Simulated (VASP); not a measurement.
Write the native input for VASP 6.6.1 that does the following.

* Task: single point
* Functional: PBE
* Potentials or basis: VASP PAW PBE potentials, release 64 (Zr_sv, Se, S)
* Cutoff: 520 eV
* k mesh: 6 × 6 × 2
* Occupations: gaussian, width 0.1 eV
* Spin: no spin polarisation
* Dipole correction: no
* Further INCAR settings: ALGO = Normal; EDIFF = 1e-07; NBANDS = 29

The structure of Zr2SeS2 lies in POSCAR:

```
Zr2SeS2
1.0
    4.0829887400      0.0000000000      0.0000000000
   -2.0414943700      3.5359719800      0.0000000000
    0.0000000000      0.0000000000      7.5702674100
Zr Se S
2 1 2
Direct
    0.0000000000      0.0000000000      0.2633285100
    0.0000000000      0.0000000000      0.7366714900
    0.3333333300      0.6666666700      0.0000000000
    0.3333333300      0.6666666700      0.2105991400
    0.3333333300      0.6666666700      0.7894008600
```

The cell was built from a structure type or drawn by symmetry, and may not be a known phase.

One way to write it, as run:

INCAR

```
ALGO = Normal
EDIFF = 1E-7
ENCUT = 520
GGA = PE
ISIF = 2
ISMEAR = 0
LASPH = True
LCHARG = False
LREAL = False
LWAVE = False
NBANDS = 29
NELM = 100
PREC = Accurate
SIGMA = 0.1
```

KPOINTS

```
k-points
0
Gamma
  6 6 2
```

Potentials or basis: VASP PAW PBE potentials, release 64 (Zr_sv, Se, S).

Command:

```sh
$ cat potpaw_PBE.64/Zr_sv/POTCAR potpaw_PBE.64/Se/POTCAR potpaw_PBE.64/S/POTCAR > POTCAR
$ mpirun -np 1 vasp_std > vasp.out
```

It gave:

```json
{
  "Pressure": "66.6 GPa",
  "Largest force": "37.467 eV/Å",
  "Band gap on the k mesh": "zero (bands 21 and 22 overlap by 0.68 eV)"
}
```

Caveat: the k points lie up to 0.41 Å⁻¹ apart, too coarse for converged energies and pressures of a metal; forces of over 1 eV/Å act on the atoms, so gaps and moduli don't describe the material at rest.

Run time: 44 s on 1 thread of Intel(R) Xeon(R) 6975P-C (Granite Rapids), on a shared host, peak memory 0.22 GiB.
